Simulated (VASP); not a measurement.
# Si2W: single point with PBE

The system is Si2W.

```
CELL_PARAMETERS angstrom
0.00000 2.80460 2.80460
2.80460 0.00000 2.80460
2.80460 2.80460 0.00000
ATOMIC_POSITIONS crystal
Si 0.25000 0.25000 0.25000
Si 0.75000 0.75000 0.75000
W 0.00000 0.00000 0.00000
```

| Property | Result |
| --- | --- |
| Program | VASP 6.6.1 |
| Task | single point |
| Functional | PBE |
| Potentials or basis | VASP PAW PBE potentials, release 64 (Si, W_sv) |
| Cutoff | 500 eV |
| k mesh | 6 × 6 × 6 |
| Occupations | gaussian, width 0.1 eV |
| Spin | no spin polarisation |

The pressure is 28.0 GPa and the band gap on the k mesh is zero (band 11 reaches 10.63 eV, above the bottom of band 12 at 9.08 eV).

Levels at points of the mesh, in eV from the Fermi level:
```
           k point  band 9  band 10  band 11  band 12  band 13  band 14
(0.00, 0.00, 0.00)   -1.64    -1.37    -1.37     3.86     3.86     3.86
(0.50, 0.00, 0.00)   -2.06    -0.43    -0.43    -0.34    -0.34     1.05
(0.50, 0.50, 0.00)   -3.29    -1.54    -1.27    -1.27     0.45     6.65
```

Run time: 8.1 s on 1 thread of Intel(R) Xeon(R) Platinum 8488C (Sapphire Rapids) (shared host), peak memory 0.17 GiB.

Caveat: spin-orbit coupling is left out, which moves the levels of the heavy elements.
